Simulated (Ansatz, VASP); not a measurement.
## One calculation of Zr, two programs

```xyz
2
Lattice="3.1674 0.0000 0.0000 -1.5837 2.7430 0.0000 0.0000 0.0000 5.1470" Properties=species:S:1:pos:R:3 pbc="T T T"
Zr    0.0000    1.8287    1.2868
Zr    1.5837    0.9143    3.8603
```

Change from the starting cell: equal xx and yy strain of -2 %, PAW files.

Alike in both runs: task electric field gradients; functional LDA; k mesh 13 × 13 × 7; occupations fermi-dirac, width 0.03 eV; no spin polarisation.

|  | VASP | Ansatz |
| --- | --- | --- |
| version | VASP 6.6.1 | Ansatz 0.2.0 |
| potentials or method | VASP PAW LDA potentials, release 64 (Zr_sv) | PAW with Ansatz's default frozen-core files, scalar-relativistic |
| plane-wave cutoff (eV) | 520 | 420 |
| valence electrons in the cell | 24 | 24 |

|  | VASP | Ansatz | Ansatz less VASP |
| --- | --- | --- | --- |
| pressure (GPa) | -2.5 | -2.6 | -0.09 |
| traceless stress, the component that is largest in VASP (GPa) | -0.32 | -0.34 | -0.022 |
| size of Vzz on the site where it differs most (V/Å²) | 32.9 | 33.3 | +0.40 |

LDA's correlation is that of Perdew and Zunger in VASP and of Perdew and Wang (1992) in Ansatz.
